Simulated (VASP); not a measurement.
# MgF2 (P4_2/mnm) in VASP: notebook, part 2 of 2

VASP 6.6.1. The steps go on from the part before.

**3. Relaxation of cell and atoms, LDA**

This run uses another cell than the first one, of 11.38 Å³/atom.

Input file INCAR:

```
SYSTEM = MgF2
PREC = Accurate
ENCUT = 600
EDIFF = 1E-7
ISMEAR = 0
SIGMA = 0.02
LREAL = .FALSE.
LASPH = .TRUE.
NELM = 120
ALGO = Normal
ISIF = 3
LWAVE = .FALSE.
LCHARG = .FALSE.
GGA = CA
IBRION = 2
NSW = 70
EDIFFG = -0.005
GGA_COMPAT = .FALSE.
NELMIN = 4
```

Input file KPOINTS:

```
Automatic mesh
0
G
  6 6 8
  0 0 0
```

Input file POSCAR:

```
MgF2
1.0
    4.6975999886      0.0000000000      0.0000000000
    0.0000000000      4.6975999886      0.0000000000
    0.0000000000      0.0000000000      3.0930660367
Mg F
2 4
Direct
    0.0000000000      0.0000000000      0.0000000000
    0.5000000000      0.5000000000      0.5000000000
    0.3035644572      0.3035644572      0.0000000000
    0.1964355428      0.8035644572      0.5000000000
    0.6964355428      0.6964355428      0.0000000000
    0.8035644572      0.1964355428      0.5000000000
```

Potentials or basis: VASP PAW LDA potentials, release 64 (Mg, F).

On the command line:

```console
$ cat potpaw_LDA.64/Mg/POTCAR potpaw_LDA.64/F/POTCAR > POTCAR
$ mpirun -np 1 vasp_std > vasp.out
```

OUTCAR:

```text
SYSTEM = MgF2
   PREC = Accurate
   ENCUT = 600
   EDIFF = 1E-7
   ISMEAR = 0
   LREAL = .FALSE.
   LASPH = .TRUE.
   NELM = 120
   ISIF = 3
   GGA = CA
   IBRION = 2
   NSW = 70
   EDIFFG = -0.005
   NELMIN = 4

 ion  position               nearest neighbor table
   1  0.000  0.000  0.000-   3 2.02   5 2.02   4 2.02   6 2.02   4 2.02   6 2.02
   2  0.500  0.500  0.500-   4 2.02   6 2.02   5 2.02   3 2.02   3 2.02   5 2.02
   3  0.304  0.304  0.000-   1 2.02   2 2.02   2 2.02
   4  0.196  0.804  0.500-   2 2.02   1 2.02   1 2.02
   5  0.696  0.696  0.000-   1 2.02   2 2.02   2 2.02
   6  0.804  0.196  0.500-   2 2.02   1 2.02   1 2.02

  LATTYP: Found a simple tetragonal cell.
 ALAT       =     4.6975999886
 C/A-ratio  =     0.6584353807

  Lattice vectors:

 A1 = (   4.6975999886,   0.0000000000,   0.0000000000)
[... 434 lines left out ...]
  ---------------------------------------------------
  free energy    TOTEN  =       -35.12105405 eV

  energy without entropy =      -35.12105405  energy(sigma->0) =      -35.12105405

 E-fermi :  -1.0286     XC(G=0): -10.7767

 val. band max:       -1.1961600889   @ k =   0.0000   0.0000   0.0000
 cond. band min:       5.9939882834   @ k =   0.0000   0.0000   0.0000
 fundamental gap:      7.1901483723
 Fermi energy:        -1.0286346318

 k-point     1 :       0.0000    0.0000    0.0000
  band No.  band energies     occupation
      1     -21.8254      2.00000
      2     -20.8364      2.00000
      3     -20.8364      2.00000
      4     -20.7215      2.00000
      5      -5.6221      2.00000
      6      -4.0563      2.00000
[... 541 lines left out ...]
     19      13.3932      0.00000
     20      13.3932      0.00000

 [... further k-points ...]

------------------------ aborting loop because EDIFF is reached ----------------------------------------

  FORCE on cell =-STRESS in cart. coord.  units (eV):
  Direction    XX          YY          ZZ          XY          YZ          ZX
  --------------------------------------------------------------------------------------
  -------------------------------------------------------------------------------------
  Total       -0.0221427     -0.0221427      0.0236262     -0.0000000      0.0000000      0.0000000
  in kB       -0.5781328     -0.5781328      0.6168644     -0.0000000      0.0000000      0.0000000
  external PRESSURE =      -0.1798004 kB  Pullay stress =       0.0000000 kB
[... 21 lines left out ...]
  FREE ENERGIE OF THE ION-ELECTRON SYSTEM (eV)
  ---------------------------------------------------
  free  energy   TOTEN  =       -35.1210540546 eV

  energy  without entropy=      -35.1210540546  energy(sigma->0) =      -35.12105405

 reached required accuracy - stopping structural energy minimisation
```

Run time: 10 min. Hardware: 1 thread of Intel Xeon 8259CL, shared host; peak memory 0.23 GiB.

What came out:

```
Free energy                           : -35.1211 eV
Relaxed volume                        : 10.23 Å³/atom
Relaxed cell                          : a = 4.524 Å, b = 4.524 Å, c = 2.998 Å, α = 90.00°, β = 90.00°, γ = 90.00°
Space group after relaxing (to 0.1 Å) : P4_2/mnm (No. 136)
Energy gained by relaxing             : 39.8 meV/atom
Ionic steps                           : 7
Pressure after relaxing               : 0.0 GPa
Largest force after relaxing          : 0.003 eV/Å
Band gap on the k mesh                : 7.19 eV
```

Forces on the atoms (eV/Å):
```
Mg   0.000  0.000  0.000
Mg   0.000  0.000  0.000
F    0.002  0.002  0.000
F   -0.002  0.002  0.000
F   -0.002 -0.002  0.000
F    0.002 -0.002  0.000
```

Stress tensor (GPa, compression positive):
```
-0.06  0.00  0.00
 0.00 -0.06  0.00
 0.00  0.00  0.06
```

Step by step:
```
step  energy change (eV)  largest force (eV/Å)  pressure (GPa)  volume (Å³)
   1              0.0000                0.0717          -10.12        68.26
   2             -0.2338                0.1586            0.20        61.40
   3             -0.2340                0.1529           -0.08        61.53
   4             -0.2385                0.0406           -0.01        61.39
   5             -0.2389                0.0085            0.05        61.33
   6             -0.2389                0.0055            0.05        61.33
   7             -0.2390                0.0033           -0.02        61.36
```

Final structure:
```cif
data_structure
_symmetry_space_group_name_H-M 'P 1'
_symmetry_Int_Tables_number 1
_cell_length_a 4.5242
_cell_length_b 4.5242
_cell_length_c 2.9980
_cell_angle_alpha 90.000
_cell_angle_beta 90.000
_cell_angle_gamma 90.000
_cell_volume 61.36
loop_
_atom_site_label
_atom_site_type_symbol
_atom_site_fract_x
_atom_site_fract_y
_atom_site_fract_z
_atom_site_occupancy
Mg1 Mg 0.00000 0.00000 0.00000 1
Mg2 Mg 0.50000 0.50000 0.50000 1
F1 F 0.30254 0.30254 0.00000 1
F2 F 0.19746 0.80254 0.50000 1
F3 F 0.69746 0.69746 0.00000 1
F4 F 0.80254 0.19746 0.50000 1
```

Levels at points of the mesh, in eV from the valence-band top:
| k point | band 14 | band 15 | band 16 | band 17 | band 18 | band 19 |
| --- | --- | --- | --- | --- | --- | --- |
| (0.00, 0.00, 0.00) | -0.33 | -0.33 | 0.00 | 7.19 | 12.24 | 12.24 |
| (0.50, 0.00, 0.00) | -1.05 | -0.42 | -0.42 | 9.66 | 9.66 | 13.49 |
| (0.50, 0.50, 0.00) | -1.04 | -0.87 | -0.87 | 11.36 | 11.36 | 11.53 |
| (0.00, 0.00, 0.50) | -1.33 | -0.95 | -0.95 | 11.98 | 11.98 | 14.93 |
| (0.50, 0.00, 0.50) | -0.80 | -0.74 | -0.74 | 12.84 | 12.84 | 13.66 |
| (0.50, 0.50, 0.50) | -0.68 | -0.51 | -0.51 | 13.23 | 13.23 | 13.61 |

A k mesh can miss the band edges. LDA usually gives volumes a few per cent too small.
